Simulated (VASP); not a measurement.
Runs of VASP 6.6.1 on LiCl. The structure is that of space group Fm-3m (No. 225), or close to it. The cells are those of the table. 

```csv
level,spin,cell,k mesh,smearing,gap on the mesh (eV)
r2SCAN+D3(BJ),off,"a = 3.595 Å, angles 60.0°, 2 atoms",8 × 8 × 8,gaussian 0.1 eV,7.47
PBE,off,"a = 3.595 Å, angles 60.0°, 2 atoms",3 × 4 × 9,gaussian 0.1 eV,(a)
PBE,off,"a = 3.468 Å, angles 60.0°, 2 atoms",2 × 2 × 2,gaussian 0.1 eV,6.75
PBE,off,"a = 3.595 Å, angles 60.0°, 2 atoms",8 × 8 × 8,gaussian 0.1 eV,6.50
PBEsol,off,"a = 3.595 Å, angles 60.0°, 2 atoms",2 × 2 × 2,gaussian 0.1 eV,6.18
BLYP,off,"a = 3.595 Å, angles 60.0°, 2 atoms",8 × 8 × 8,gaussian 0.1 eV,(b)
PBE,off,"a = 3.544 Å, angles 60.0°, 2 atoms",4 × 4 × 4,gaussian 0.1 eV,6.76
PBE,"collinear, ferromagnetic start","a = 3.595 Å, angles 60.0°, 2 atoms",8 × 8 × 8,gaussian 0.1 eV,6.50
r2SCAN,off,"a = 3.595 Å, angles 60.0°, 2 atoms",8 × 8 × 8,gaussian 0.272114 eV,7.47
```

Alike in all rows: task single point; potentials or basis VASP PAW PBE potentials, release 64 (Li_sv, Cl); cutoff (eV) 520.

Question: Fill in the values left out.

Answer: (a) 6.49; (b) 6.66.

Caveats: some runs use coarse meshes.

A k mesh can miss the band edges.
